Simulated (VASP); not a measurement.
## Ru: single point with PBEsol

The system is Ru.

```xyz
1
Lattice="-1.5099 1.5099 1.5099 1.5099 -1.5099 1.5099 1.5099 1.5099 -1.5099" Properties=species:S:1:pos:R:3 pbc="T T T"
Ru    0.0000    0.0000    0.0000
```

```json
{
  "Program": "VASP 6.6.1",
  "Task": "single point",
  "Functional": "PBEsol",
  "Potentials or basis": "VASP PAW PBE potentials, release 64 (Ru_pv)",
  "Cutoff": "520 eV",
  "k mesh": "15 × 15 × 15",
  "Occupations": "fermi-dirac, width 0.136057 eV",
  "Spin": "no spin polarisation"
}
```

- Pressure: 0.4 GPa
- Band gap on the k mesh: zero (band 7 reaches 14.31 eV, above the bottom of band 8 at 11.03 eV)

Levels at points of the mesh, in eV from the Fermi level:
| k point | band 3 | band 4 | band 5 | band 6 | band 7 | band 8 | band 9 | band 10 | band 11 | band 12 |
| --- | --- | --- | --- | --- | --- | --- | --- | --- | --- | --- |
| (0.00, 0.00, 0.00) | -42.51 | -8.15 | -2.87 | -2.87 | -2.87 | -0.09 | -0.09 | 10.39 | 17.11 | 17.11 |

Wall time 31 s on 1 thread of Intel Xeon 8259CL, with other jobs on the host, peak memory 0.14 GiB.

Caveat: the PAW data sets were made with another functional, which shifts forces and pressure a little.
